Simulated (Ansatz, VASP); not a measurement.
**Two plane-wave programs on Ge**

```
CELL_PARAMETERS angstrom
-1.74957 1.74957 1.74957
1.74957 -1.74957 1.74957
1.74957 1.74957 -1.74957
ATOMIC_POSITIONS crystal
Ge 0.00000 0.00000 0.00000
```

Alike in both runs: task single point; functional RPBE; k mesh 15 × 15 × 15; occupations fermi-dirac, width 0.1 eV; no spin polarisation.

|  | VASP | Ansatz |
| --- | --- | --- |
| version | VASP 6.6.1 | Ansatz 0.2.0 |
| potentials or method | VASP PAW PBE potentials, release 64 (Ge_d), cutoff 520 eV | plane waves (420 eV) with PAW, scalar-relativistic |
| valence electrons in the cell | 14 | 14 |

|  | VASP | Ansatz | Ansatz less VASP |
| --- | --- | --- | --- |
| pressure (GPa) | -4.1 | -4.0 | +0.10 |

VASP's potentials were made for PBE, not for RPBE. With one functional, cell and mesh, what is left measures potentials, basis and numerics.
